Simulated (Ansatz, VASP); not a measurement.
**Nb: VASP beside Ansatz**

```
Nb
1.0
     0.00000    2.00925    2.22075
     2.00925    0.00000    2.22075
     2.00925    2.00925    0.00000
Nb
1
Direct
  0.00000 0.00000 0.00000
```

Change from the starting cell: strain -0.050 along x and y, +0.050 along z, atoms carried along.

Alike in both runs: task single point; functional PBE; k mesh 20 × 20 × 20; occupations gaussian, width 0.15 eV; no spin polarisation.

|  | VASP | Ansatz |
| --- | --- | --- |
| version | VASP 6.6.1 | Ansatz 0.2.0 |
| potentials or method | VASP PAW PBE potentials, release 64 (Nb_sv), cutoff 520 eV | scalar-relativistic, plane waves, PAW |
| valence electrons in the cell | 13 | 13 |

```csv
,VASP,Ansatz,Ansatz less VASP
gap on the k mesh at the Fermi level (eV),none,none,-
pressure (GPa),6.4,6.7,+0.29
"traceless stress, the component that is largest in VASP (GPa)",11.04,11.12,+0.080
```

A gap of «none» marks a metal or a gap that the smearing closes.
